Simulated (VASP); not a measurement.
**N: single point with PBE+D3(BJ)**

The system is N.

```xyz
24
Lattice="7.4083 0.1297 0.2802 0.1297 8.0745 0.0081 0.2802 0.0081 6.4658" Properties=species:S:1:pos:R:3 pbc="T T T"
N     3.7227    7.8957    0.7231
N     3.8657    8.5489   -0.1301
N     5.3095    6.1249    5.5933
N     6.3919    6.3751    5.7182
N     6.2038    4.5260    1.6422
N     5.8906    3.7662    0.9475
N     1.1715    5.2940    0.7235
N     1.2502    6.0192   -0.0649
N     1.9196    8.6560    4.6982
N     1.6330    8.0293    3.8291
N     2.9141    2.4831    2.0084
N     3.9697    2.1733    2.2104
N     7.7668    1.4256    1.7682
N     8.4515    0.6552    1.3472
N     5.8313    1.6334    4.4316
N     6.3442    2.3118    5.1502
N     3.0957    5.4917    2.8938
N     3.5129    5.1527    1.9268
N     8.2859    4.9800    4.3559
N     7.6416    4.2354    3.8546
N     6.5623    6.9262    2.4708
N     5.6166    7.0231    3.0594
N     3.4477    3.8470    5.8716
N     3.6466    3.1885    4.9983
```

```yaml
Program: VASP 6.6.1
Task: single point
Functional: PBE
Dispersion: D3(BJ)
Potentials_or_basis: VASP PAW PBE potentials, release 64 (N)
Cutoff: 520 eV
k_mesh: 1 × 1 × 1
Occupations: fermi-dirac, width 0.02 eV
Spin: no spin polarisation
Dipole_correction: no
Further_INCAR_settings: LREAL = Auto; ALGO = Normal; EDIFF = 1e-07; NBANDS = 78
```

The pressure is 6.8 GPa, the largest force is 6.589 eV/Å and the dispersion energy per atom is -0.084 eV.

Forces in eV/Å, atoms in the order of the input:
```
N   -0.486 -2.845  3.633
N    0.697  2.751 -3.626
N    0.992 -0.058  0.077
N   -1.198 -0.013  0.005
N    1.633  3.811  3.826
N   -1.793 -4.434 -3.861
N   -0.520 -4.430  4.682
N    0.726  4.595 -4.667
N    0.039  0.331  0.208
N   -0.052 -0.374 -0.189
N    0.982 -0.198  0.361
N   -0.950  0.203 -0.064
N   -0.035 -0.074 -0.228
N   -0.606  0.379  0.075
N    0.292 -0.038  0.095
N    0.159 -0.458 -0.315
N    0.042  0.424  0.824
N    0.368 -0.001 -0.475
N    0.518  0.567  0.418
N   -0.437 -0.887 -0.537
N   -0.902  0.469  0.646
N    0.784  0.283 -0.707
N    0.053 -0.165 -0.107
N   -0.307  0.160 -0.076
```

Stress tensor (GPa, compression positive):
```
 3.92  1.06  0.12
 1.06  7.89 -0.21
 0.12 -0.21  8.63
```

Levels at points of the mesh, in eV from the Fermi level:
| k point | band 58 | band 59 | band 60 | band 61 | band 62 | band 63 |
| --- | --- | --- | --- | --- | --- | --- |
| (0.00, 0.00, 0.00) | -0.69 | -0.58 | -0.51 | 5.96 | 6.08 | 6.17 |

Run time: 99 s on 1 thread of Intel Xeon 8259CL (shared host), peak memory 0.36 GiB.

Caveat: the k points lie up to 0.97 Å⁻¹ apart, too coarse for converged energies, forces and pressures; the standard files for N, O and F lose accuracy on very short bonds; the atoms stand as in a frame of molecular dynamics.
